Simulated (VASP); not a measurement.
Here is a VASP 6.6.1 calculation.

File INCAR:

```
  PREC = Accurate
  ENCUT = 520
  EDIFF = 1E-7
  ISMEAR = 0
  SIGMA = 0.05
  LREAL = False
  LASPH = True
  NELM = 100
  ALGO = Normal
  ISIF = 2
  LWAVE = False
  LCHARG = False
  GGA = PE
  NBANDS = 11
```

KPOINTS

```
Automatic mesh
0
Gamma
  12 12 12
```

File POSCAR:

```
SiC
1.0
    0.0000000000      2.1740000000      2.1740000000
    2.1740000000      0.0000000000      2.1740000000
    2.1740000000      2.1740000000      0.0000000000
Si C
1 1
Direct
    0.0000000000      0.0000000000      0.0000000000
    0.6810027599      0.6810027599      0.8189972401
```

Potentials or basis: VASP PAW PBE potentials, release 64 (Si, C).

Command:

```sh
$ cat potpaw_PBE.64/Si/POTCAR potpaw_PBE.64/C/POTCAR > POTCAR
$ mpirun -np 1 vasp_std > vasp.out
```

Task: What does it give for the pressure?

Result: 15.2 GPa.

Task: What does it give for the largest force?

Result: 5.201 eV/Å.

Task: What does it give for the band gap on the k mesh?

Result: 0.08 eV (least direct gap 3.88 eV).

Stress tensor (GPa, compression positive):
```
 20.72 -22.06   0.00
-22.06  20.72   0.00
  0.00   0.00   4.02
```

Caveat: the cell differs from its parent crystal (all C atoms moved -0.300 Å, as atom 2 along Cartesian [0 0 1]); the cell stands under pressure; forces of over 1 eV/Å act on the atoms, so gaps and moduli don't describe the material at rest. A k mesh can miss the band edges.
